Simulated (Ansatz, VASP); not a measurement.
# Ta4O: VASP beside Ansatz

```
Ta O
1.0
     3.25750    0.00000    0.00000
     0.00000    3.25750    0.00000
     0.00000    0.00000    7.40934
Ta O
4 1
Direct
  0.00000 0.00000 0.00000
  0.50000 0.50000 0.21684
  0.50000 0.50000 0.78316
  0.00000 0.00000 0.50000
  0.50000 0.50000 0.50000
```

Alike in both runs: functional PBEsol; k mesh 8 × 8 × 4; occupations fermi-dirac, width 0.05 eV; non-collinear spin, spin-orbit coupling.

```csv
,VASP,Ansatz
version,VASP 6.6.1,Ansatz 0.2.0
potentials or method,"VASP PAW PBE potentials, release 64 (Ta_pv, O)",Ansatz PAW
plane-wave cutoff (eV),520,420
valence electrons in the cell,50,58
task,single point,band structure
```

Ansatz gave:

| Property | Result |
| --- | --- |
| pressure (GPa) | -8.1 |
| traceless stress, the component that is largest in VASP (GPa) | -0.57 |
| rms of the force components (eV/Å) | 0.023 |

Question: What did VASP give for the same quantities?

Answer: Pressure (GPa): -7.6; traceless stress, the component that is largest in VASP (GPa): -0.07; rms of the force components (eV/Å): 0.012.

VASP's potentials were made for PBE, not for PBEsol. Atom by atom the forces differ by 0.036 eV/Å (rms over components). VASP's potentials hold 50 valence electrons a cell and Ansatz's 58, so a difference there can come from the potentials and not from the codes.
